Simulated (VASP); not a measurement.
Wanted: the native input for a VASP 6.6.1 run.

```yaml
Task: single point
Functional: PBE
Potentials_or_basis: VASP PAW PBE potentials, release 64 (Ga_d, As)
Cutoff: 520 eV
k_mesh: 4 × 4 × 4
Occupations: gaussian, width 0.01 eV
Spin: no spin polarisation
Dipole_correction: no
Further_INCAR_settings: ALGO = Normal; EDIFF = 1e-06; NBANDS = 16
```

The structure of GaAs lies in POSCAR:

```
GaAs
1.0
    0.0000000000      2.7197616916      2.9278579823
    2.7197616916      0.0000000000      2.9278579823
    2.7197616916      2.7197616916      0.0000000000
Ga As
1 1
Direct
    0.0000000000      0.0000000000      0.0000000000
    0.2500000000      0.2500000000      0.2500000000
```

This cell differs from its parent crystal: epitaxial xy strain -4.0%.

These files were run (other wordings do the same):

INCAR

```
SYSTEM = GaAs
  PREC = Accurate
  ENCUT = 520
  EDIFF = 1E-6
  ISMEAR = 0
  SIGMA = 0.01
  LREAL = .False.
  LASPH = .True.
  NELM = 100
  ALGO = Normal
  ISIF = 2
  LWAVE = .False.
  LCHARG = .True.
  GGA = PE
  LELF = .True.
  LVHAR = .True.
  NBANDS = 16
```

KPOINTS

```
Automatic mesh
0
Gamma
  4 4 4
  0 0 0
```

Potentials or basis: VASP PAW PBE potentials, release 64 (Ga_d, As).

Run with:

```sh
$ cat potpaw_PBE.64/Ga_d/POTCAR potpaw_PBE.64/As/POTCAR > POTCAR
$ mpirun -np 1 vasp_std > vasp.out
```

It gave:

```json
{
 "Pressure": "7.2 GPa",
 "Band gap on the k mesh": "0.62 eV"
}
```

Caveat: the k points lie up to 0.49 Å⁻¹ apart; the cell differs from its parent crystal (epitaxial xy strain -4.0%).

Wall time 11 s on 1 thread of Intel(R) Xeon(R) 6975P-C (Granite Rapids), with other jobs on the host, peak memory 0.16 GiB.
